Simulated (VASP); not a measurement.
Sn, 16 atoms in the cell. Symmetry: Fd-3m, No. 227, cubic system. Conventional cell: a = 6.467 Å, b = 6.467 Å, c = 6.467 Å, α = 90.00°, β = 90.00°, γ = 90.00°. Sn (site symmetry -43m) has 4 Sn at 2.80 Å within 3.7 Å. This isn't the form of Sn at room conditions, which is tetragonal (white tin).

| Property | Result |
| --- | --- |
| Program | VASP 6.6.1 |
| Task | single point |
| Functional | PBE |
| Potentials or basis | VASP PAW PBE potentials, release 64 (Sn_d) |
| Cutoff | 500 eV |
| k mesh | 2 × 2 × 2, shifted |
| Occupations | gaussian, width 0.1 eV |
| Spin | no spin polarisation |
| Dipole correction | no |
| Further INCAR settings | ALGO = Normal; EDIFF = 1e-06; NBANDS = 126; ISYM = 0 |

Potentials or basis: VASP PAW PBE potentials, release 64 (Sn_d).

Run with:

```bash
$ cat potpaw_PBE.64/Sn_d/POTCAR > POTCAR
$ mpirun -np 1 vasp_std > vasp.out
```

Hardware: 1 thread of Intel(R) Xeon(R) Platinum 8259CL CPU @ 2.50GHz (Skylake/Cascade Lake) (shared host).

**Question.** Estimate the wall time of this run.

**Answer.** Run time: 36 min on 1 thread of Intel(R) Xeon(R) Platinum 8259CL CPU @ 2.50GHz (Skylake/Cascade Lake), with other jobs on the host, peak memory 1.1 GiB. Counts: scf iterations 14, k points 16.
